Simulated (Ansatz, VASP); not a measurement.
## Na3Ti2O: VASP beside Ansatz

```
CELL_PARAMETERS angstrom
5.02645 0.00000 0.00000
-2.51322 4.35303 0.00000
0.00000 0.00000 6.00055
ATOMIC_POSITIONS crystal
Na 0.50000 0.00000 0.50000
Na 0.00000 0.50000 0.50000
Na 0.50000 0.50000 0.50000
Ti 0.33333 0.66667 0.00000
Ti 0.66667 0.33333 0.00000
O 0.00000 0.00000 0.00000
```

Change from the starting cell: species swapped into the SrAg3Pd2 type (P6/mmm, No. 191).

Alike in both runs: functional PBE; k mesh 6 × 6 × 4; occupations gaussian, width 0.1 eV; collinear spin.

Ansatz relaxed the structure, and its values are those at the end. VASP's run is a single point on that final structure, the one shown.

|  | VASP | Ansatz |
| --- | --- | --- |
| version | VASP 6.6.1 | Ansatz 0.2.0 |
| potentials or method | VASP PAW PBE potentials, release 64 (Na_pv, Ti_sv, O), cutoff 520 eV | scalar-relativistic, plane waves, PAW |
| valence electrons in the cell | 51 | 57 |

|  | VASP | Ansatz | Ansatz less VASP |
| --- | --- | --- | --- |
| gap on the k mesh at the Fermi level (eV) | none | none | - |
| pressure (GPa) | 0.0 | 0.0 | -0.02 |
| net moment per atom (μB) | 0.97 | 0.97 | -0.001 |
| size of the moment on the site where the two differ most (μB) | 1.87 | 1.97 | +0.098 |

Site moments also hang on the region over which each program counts them. A gap of «none» marks a metal or a gap that the smearing closes. With one functional, cell and mesh, what is left measures potentials, basis and numerics. VASP's potentials hold 51 valence electrons a cell and Ansatz's 57, so a difference there can come from the potentials and not from the codes.
